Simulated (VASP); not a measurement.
## TiC: single point with PBE

Crystal: TiC.

```xyz
2
Lattice="0.0000 2.1665 2.1665 2.1665 0.0000 2.1665 2.1665 2.1665 0.0000" Properties=species:S:1:pos:R:3 pbc="T T T"
Ti    0.0000    0.0000    0.0000
C     2.1665    2.1665    1.6665
```

This cell differs from its parent crystal: all C atoms moved -0.500 Å, as atom 2 along Cartesian [0 0 1].

* Program: VASP 6.6.1
* Task: single point
* Functional: PBE
* Potentials or basis: VASP PAW PBE potentials, release 64 (Ti_sv, C)
* Cutoff: 520 eV
* k mesh: 24 × 24 × 24
* Occupations: gaussian, width 0.15 eV
* Spin: no spin polarisation
* Dipole correction: no
* Further INCAR settings: ALGO = Normal; EDIFF = 1e-06; NBANDS = 15

```yaml
Pressure: 35.2 GPa
Largest_force: 8.738 eV/Å
Band_gap_on_the_k_mesh: zero (band 8 reaches 9.26 eV, above the bottom of band 9 at 8.51 eV)
```

Forces on the atoms (eV/Å):
```
Ti   0.000  0.000 -8.738
C    0.000  0.000  8.738
```

Stress tensor (GPa, compression positive):
```
 3.22  0.00  0.00
 0.00  3.22  0.00
 0.00  0.00 99.26
```

Levels at points of the mesh, in eV from the Fermi level:
| k point | band 6 | band 7 | band 8 | band 9 | band 10 | band 11 |
| --- | --- | --- | --- | --- | --- | --- |
| (0.00, 0.00, 0.00) | -1.45 | -1.45 | -1.31 | 1.12 | 2.16 | 5.10 |
| (0.50, 0.00, 0.00) | -5.46 | -2.52 | -2.30 | 2.80 | 3.36 | 4.69 |
| (0.50, 0.50, 0.00) | -2.16 | -1.34 | 0.11 | 0.11 | 3.24 | 3.78 |
| (0.00, 0.50, 0.50) | -3.73 | -3.22 | -0.61 | 3.51 | 3.79 | 3.86 |

Run time: 3.1 min on 1 thread of AMD EPYC 9R45 96-Core Processor (Zen 5), on a shared host, peak memory 0.39 GiB.

Caveat: the cell differs from its parent crystal (all C atoms moved -0.500 Å, as atom 2 along Cartesian [0 0 1]); forces of over 1 eV/Å act on the atoms, so gaps and moduli don't describe the material at rest.
